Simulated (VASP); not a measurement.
A run of VASP 6.6.1 is set up as follows.

Contents of INCAR:

```
SYSTEM = Ta3N
  PREC = Accurate
  ENCUT = 520
  EDIFF = 1E-6
  ISMEAR = -1
  SIGMA = 0.05
  LREAL = .False.
  LASPH = .True.
  NELM = 80
  ALGO = Normal
  ISIF = 2
  LWAVE = .False.
  LCHARG = .True.
  GGA = PS
  LELF = .True.
  LVHAR = .True.
  NBANDS = 27
```

KPOINTS

```
regular mesh
0
Gamma
  8 8 3
  0 0 0
```

Contents of POSCAR:

```
Ta3N
1.0
    3.0322239879      0.0000000000      0.0000000000
   -1.5161119940      2.6259830035      0.0000000000
    0.0000000000      0.0000000000      7.5241370000
Ta N
3 1
Direct
    0.6666666667      0.3333333333      0.8260700000
    0.3333333333      0.6666666667      0.1739300000
    0.0000000000      0.0000000000      0.5000000000
    0.0000000000      0.0000000000      0.0000000000
```

Potentials or basis: VASP PAW PBE potentials, release 64 (Ta_pv, N).

Launch:

```sh
$ cat potpaw_PBE.64/Ta_pv/POTCAR potpaw_PBE.64/N/POTCAR > POTCAR
$ mpirun -np 1 vasp_std > vasp.out
```

Problem. Predict the band gap on the k mesh.

Solution. Zero (bands 19 and 20 overlap by 0.48 eV).

Problem. Predict the pressure.

Solution. -7.9 GPa.

Stress tensor (GPa, compression positive):
```
-7.97  0.00  0.00
 0.00 -7.97  0.00
 0.00  0.00 -7.78
```

Caveat: the cell stands under tension; the PAW data sets were made with another functional, which shifts forces and pressure a little; spin-orbit coupling is left out, which moves the levels of the heavy elements.
